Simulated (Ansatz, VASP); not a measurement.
MgO: VASP beside Ansatz

The input INCAR:

```
ALGO = Normal ; EDIFF = 1E-7
ENCUT = 520 ; GGA = PS
ISIF = 2 ; ISMEAR = 0
LASPH = True ; LCHARG = False
LREAL = False ; LWAVE = False
NBANDS = 16 ; NELM = 80
PREC = Accurate ; SIGMA = 0.05
```

The input KPOINTS:

```
k-points
0
Gamma
  9 9 6
```

The input POSCAR:

```
MgO
1.0
    3.3783000000      0.0000000000      0.0000000000
   -1.6891500000      2.9256936216      0.0000000000
    0.0000000000      0.0000000000      4.1947132285
Mg O
2 2
Direct
    0.6666666667      0.3333333333      0.7500000000
    0.3333333333      0.6666666667      0.2500000000
    0.6666666667      0.3333333333      0.2500000000
    0.3333333333      0.6666666667      0.7500000000
```

Input for Ansatz:

```yaml
crystal:
  lattice:
    - [3.3783, 0.0, 0.0]
    - [-1.68915, 2.9256936216, 0.0]
    - [0.0, 0.0, 4.1947132285]
  atoms:
    - { symbol: Mg, position: [0.6666666667, 0.3333333333, 0.75] }
    - { symbol: Mg, position: [0.3333333333, 0.6666666667, 0.25] }
    - { symbol: O, position: [0.6666666667, 0.3333333333, 0.25] }
    - { symbol: O, position: [0.3333333333, 0.6666666667, 0.75] }
basis:
  ecutwfc: 520.0
kpoints:
  mp_grid: { grid: [9, 9, 6] }
hamiltonian:
  xc: pbesol
  pseudopotentials: { kind: paw, azcp: { folder: soft_1 } }
scf:
  occupations: { method: gaussian, width: 0.05 }
output:
  forces: true
  stress: true
  eigenvalues: true
  write_density: true
  write_potential: true
  elf: true
  volumetric_format: npy
```

Alike in both runs: task single point; functional PBEsol; k mesh 9 × 9 × 6; occupations gaussian, width 0.05 eV; no spin polarisation.

|  | VASP | Ansatz |
| --- | --- | --- |
| version | VASP 6.6.1 | Ansatz 0.2.0 |
| potentials or method | VASP PAW PBE potentials, release 64 (Mg, O), cutoff 520 eV | scalar-relativistic, plane waves, PAW |
| valence electrons in the cell | 16 | 32 |

Ansatz gave:

- gap on the k mesh at the Fermi level (eV): 3.59
- least direct gap on the mesh (eV): 3.59
- pressure (GPa): 10.2
- traceless stress, the component that is largest in VASP (GPa): -4.80

Q: Estimate VASP's values.

A: gap on the k mesh at the Fermi level (eV): 3.59; least direct gap on the mesh (eV): 3.59; pressure (GPa): 9.9; traceless stress, the component that is largest in VASP (GPa): -4.99.

VASP's potentials were made for PBE, not for PBEsol, and Ansatz warns of the same on its side. The functional is the same, so the differences come from potentials, cutoffs and numerics. VASP's potentials hold 16 valence electrons a cell and Ansatz's 32, so a difference there can come from the potentials and not from the codes.
